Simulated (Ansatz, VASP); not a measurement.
## Eu: VASP beside Ansatz

File INCAR:

```
SYSTEM = Eu
ALGO     = Normal         ! electronic algorithm
EDIFF    = 1E-7           ! SCF threshold, eV
ENCUT    = 520            ! plane-wave cutoff, eV
GGA      = CA             ! functional
ISIF     = 2              ! what is computed and relaxed
ISMEAR   = -1             ! smearing method
ISPIN    = 2              ! spin polarisation
LASPH    = .True.         ! aspherical terms in the spheres
LCHARG   = .True.         ! write CHGCAR
LELF     = .True.         ! ELF
LMAXMIX  = 6              ! l up to which the mixer works
LORBIT   = 11             ! projections on sites
LREAL    = .False.        ! projectors in reciprocal space
LVHAR    = .True.       
LWAVE    = .False.        ! write WAVECAR
MAGMOM   = 7              ! initial moments
NBANDS   = 18             ! bands
NELM     = 150            ! most SCF steps
PREC     = Accurate       ! precision mode
SIGMA    = 0.05           ! smearing width, eV
```

Contents of KPOINTS:

```
k-points
0
Gamma
  8 8 8
  0 0 0
```

POSCAR

```
Eu
1.0
   -2.2718745629      2.2718745629      2.2718745629
    2.2718745629     -2.2718745629      2.2718745629
    2.2718745629      2.2718745629     -2.2718745629
Eu
1
Direct
    0.0000000000      0.0000000000      0.0000000000
```

Contents of input.yaml:

```yaml
crystal:
  lattice:
    - [-2.2718745629, 2.2718745629, 2.2718745629]
    - [2.2718745629, -2.2718745629, 2.2718745629]
    - [2.2718745629, 2.2718745629, -2.2718745629]
  atoms:
    - { symbol: Eu, position: [0.0, 0.0, 0.0], spin: 7.0 }
hamiltonian:
  xc: lda
  pseudopotentials: { kind: paw }
magnetization:
  spin_polarized: true
kpoints:
  mp_grid: { grid: [8, 8, 8] }
scf:
  occupations: { method: fermi_dirac, width: 0.05 }
output:
  forces: true
  stress: true
  eigenvalues: true
  write_density: true
  write_potential: true
  elf: true
  volumetric_format: npy
```

Alike in both runs: task single point; functional LDA; k mesh 8 × 8 × 8; occupations fermi-dirac, width 0.05 eV; collinear spin.

|  | VASP | Ansatz |
| --- | --- | --- |
| version | VASP 6.6.1 | Ansatz 0.2.0 |
| potentials or method | VASP PAW PBE potentials, release 64 (Eu) | Ansatz PAW |
| plane-wave cutoff (eV) | 520 | 420 |
| valence electrons in the cell | 17 | 17 |

VASP gave:

```
gap on the k mesh at the Fermi level (eV)                     : none
pressure (GPa)                                                : -3.7
net moment per atom (μB)                                      : 7.22
size of the moment on the site where the two differ most (μB) : 6.69
```

**Question.** Which values does Ansatz return?

**Answer.** gap on the k mesh at the Fermi level (eV): none; pressure (GPa): -3.4; net moment per atom (μB): 7.26; size of the moment on the site where the two differ most (μB): 7.04.

VASP's potentials were made for PBE, not for LDA. LDA's correlation is that of Perdew and Zunger in VASP and of Perdew and Wang (1992) in Ansatz. Site moments also hang on the region over which each program counts them. A gap of «none» marks a metal or a gap that the smearing closes.

Spin-orbit coupling is off throughout.
